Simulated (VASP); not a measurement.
Write the native input for VASP 6.6.1 that does the following.

```yaml
Task: single point
Functional: r2SCAN
Potentials_or_basis: VASP PAW PBE potentials, release 64 (Mg, O)
Cutoff: 520 eV
k_mesh: 10 × 10 × 10
Occupations: gaussian, width 0.05 eV
Spin: no spin polarisation
Dipole_correction: no
Further_INCAR_settings: ALGO = Normal; EDIFF = 1e-06; NBANDS = 11
```

The system is MgO.

```
CELL_PARAMETERS angstrom
0.00000 2.39675 1.69450
2.39675 0.00000 1.69450
2.39675 2.39675 0.00000
ATOMIC_POSITIONS crystal
Mg 0.00000 0.00000 0.00000
O 0.50000 0.50000 0.50000
```

This cell differs from its parent crystal: ratio of the length along z to the lengths across it x 0.707, volume and fractional coordinates fixed.

These files were run (other wordings do the same):

POSCAR

```
MgO
1.0
    0.0000000000      2.3967454938      1.6944990641
    2.3967454938      0.0000000000      1.6944990641
    2.3967454938      2.3967454938      0.0000000000
Mg O
1 1
Direct
    0.0000000000      0.0000000000      0.0000000000
    0.5000000000      0.5000000000      0.5000000000
```

INCAR.step1

```
SYSTEM = MgO
PREC     = Accurate       ! precision mode
ENCUT    = 520            ! plane-wave cutoff, eV
ISMEAR   = 0              ! smearing method
SIGMA    = 0.05           ! smearing width, eV
LREAL    = .FALSE.        ! projectors in reciprocal space
LASPH    = .TRUE.         ! aspherical terms in the spheres
NELM     = 60             ! most SCF steps
NBANDS   = 11             ! bands
GGA      = PE             ! functional
ALGO     = Normal         ! electronic algorithm
EDIFF    = 1E-4           ! SCF threshold, eV
LWAVE    = .TRUE.         ! write WAVECAR
LCHARG   = .FALSE.        ! write CHGCAR
```

INCAR.step2

```
SYSTEM = MgO
PREC     = Accurate       ! precision mode
ENCUT    = 520            ! plane-wave cutoff, eV
EDIFF    = 1E-6           ! SCF threshold, eV
ISMEAR   = 0              ! smearing method
SIGMA    = 0.05           ! smearing width, eV
LREAL    = .FALSE.        ! projectors in reciprocal space
LASPH    = .TRUE.         ! aspherical terms in the spheres
NELM     = 60             ! most SCF steps
ALGO     = Normal         ! electronic algorithm
ISIF     = 2              ! what is computed and relaxed
LWAVE    = .FALSE.        ! write WAVECAR
LCHARG   = .TRUE.         ! write CHGCAR
METAGGA  = R2SCAN         ! meta-GGA
LMIXTAU  = .TRUE.       
LELF     = .TRUE.         ! ELF
LVHAR    = .TRUE.       
NBANDS   = 11             ! bands
ISTART   = 1
```

KPOINTS

```
Automatic mesh
0
G
  10 10 10
  0 0 0
```

Potentials or basis: VASP PAW PBE potentials, release 64 (Mg, O).

The run is started by

```sh
$ cat potpaw_PBE.64/Mg/POTCAR potpaw_PBE.64/O/POTCAR > POTCAR
$ cp INCAR.step1 INCAR
$ mpirun -np 1 vasp_std > vasp.out
$ cp INCAR.step2 INCAR
$ mpirun -np 1 vasp_std > vasp.out
```

Results of the run:

| Property | Result |
| --- | --- |
| Pressure | 41.2 GPa |
| Band gap on the k mesh | 4.41 eV |

Caveat: the cell stands under pressure; the PAW data sets were made with another functional, which shifts forces and pressure a little.

Run time: 2.4 min on 1 thread of Intel Xeon 8259CL, on a shared host, peak memory 0.17 GiB.
